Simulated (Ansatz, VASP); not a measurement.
## AlInSb2: VASP beside Ansatz

INCAR

```
  PREC = Accurate
  ENCUT = 520
  EDIFF = 1E-6
  ISMEAR = 0
  SIGMA = 0.05
  LREAL = False
  LASPH = True
  NELM = 60
  ALGO = Normal
  ISIF = 2
  LWAVE = False
  LCHARG = False
  GGA = CA
  NBANDS = 21
```

File KPOINTS:

```
regular mesh
0
Gamma
  8 8 6
```

POSCAR

```
AlInSb2
1.0
    4.4984374497      0.0000000000      0.0000000000
    0.0000000000      4.4984374497      0.0000000000
    0.0000000000      0.0000000000      6.0989814943
Al In Sb
1 1 2
Direct
    0.0000000000      0.0000000000      0.0000000000
    0.5000000000      0.5000000000      0.5000000000
    0.0000000000      0.5000000000      0.1940770864
    0.5000000000      0.0000000000      0.8059229136
```

Input for Ansatz:

```yaml
crystal:
  lattice:
    - [4.4984374497, 0.0, 0.0]
    - [0.0, 4.4984374497, 0.0]
    - [0.0, 0.0, 6.0989814943]
  atoms:
    - { symbol: Al, position: [0.0, 0.0, 0.0] }
    - { symbol: In, position: [0.5, 0.5, 0.5] }
    - { symbol: Sb, position: [0.0, 0.5, 0.1940770864] }
    - { symbol: Sb, position: [0.5, 0.0, 0.8059229136] }
basis:
  ecutwfc: 420
kpoints:
  mp_grid: { grid: [8, 8, 6] }
hamiltonian:
  xc: lda
  pseudopotentials: { kind: paw }
scf:
  occupations: { method: gaussian, width: 0.05 }
output:
  forces: true
  stress: true
  eigenvalues: true
```

Alike in both runs: task single point; functional LDA; k mesh 8 × 8 × 6; occupations gaussian, width 0.05 eV; no spin polarisation.

```csv
,VASP,Ansatz
version,VASP 6.6.1,Ansatz 0.2.0
potentials or method,"VASP PAW LDA potentials, release 64 (Al, In_d, Sb), cutoff 520 eV","scalar-relativistic, plane waves, PAW"
valence electrons in the cell,26,46
```

```tsv
	VASP	Ansatz	Ansatz less VASP
gap on the k mesh at the Fermi level (eV)	none	none	-
pressure (GPa)	0.9	0.7	-0.26
traceless stress, the component that is largest in VASP (GPa)	-1.40	-1.33	+0.072
rms of the force components (eV/Å)	0.831	0.814	-0.0171
```

LDA's correlation is that of Perdew and Zunger in VASP and of Perdew and Wang (1992) in Ansatz. Atom by atom the forces differ by 0.017 eV/Å (rms over components). A gap of «none» marks a metal or a gap that the smearing closes. VASP's potentials hold 26 valence electrons a cell and Ansatz's 46, so a difference there can come from the potentials and not from the codes.

Spin-orbit coupling is off throughout.
